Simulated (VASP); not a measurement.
Input of a VASP 6.6.1 run:

Contents of INCAR:

```
SYSTEM = SiP5
ALGO = Normal
EDIFF = 1E-7
ENCUT = 520
GGA = PE
ISIF = 2
ISMEAR = 0
LASPH = .True.
LCHARG = .False.
LREAL = .False.
LWAVE = .False.
NBANDS = 24
NELM = 100
PREC = Accurate
SIGMA = 0.2
```

File KPOINTS:

```
k-points
0
Gamma
  4 4 5
  0 0 0
```

POSCAR

```
SiP5
1.0
    2.9772506204     -5.1853657473     -0.0100714069
    2.9772506204      5.1853657473     -0.0100714069
   -1.9952489955      0.0000000000      3.2582083238
Si P
1 5
Direct
    0.0134000283      0.0134000283      0.0396030659
    0.3296761185      0.6636523270     -0.0149139293
    0.2158679361      0.8885513491      0.6485750279
    0.6636523270      0.3296761185     -0.0149139293
    0.8885513491      0.2158679361      0.6485750279
    0.5388522409      0.5388522409      0.6430747369
```

Potentials or basis: VASP PAW PBE potentials, release 64 (Si, P).

Launch:

```sh
$ cat potpaw_PBE.64/Si/POTCAR potpaw_PBE.64/P/POTCAR > POTCAR
$ mpirun -np 1 vasp_std > vasp.out
```

Problem. What does it give for the largest force?

Solution. 0.050 eV/Å.

Problem. What does it give for the pressure?

Solution. -0.3 GPa.

Forces in eV/Å, atoms in the order of the input:
```
Si  -0.011  0.000 -0.027
P   -0.025 -0.026 -0.034
P    0.018  0.023  0.032
P   -0.025  0.026 -0.034
P    0.018 -0.023  0.032
P    0.025  0.000  0.031
```

Caveat: the k points lie up to 0.39 Å⁻¹ apart.
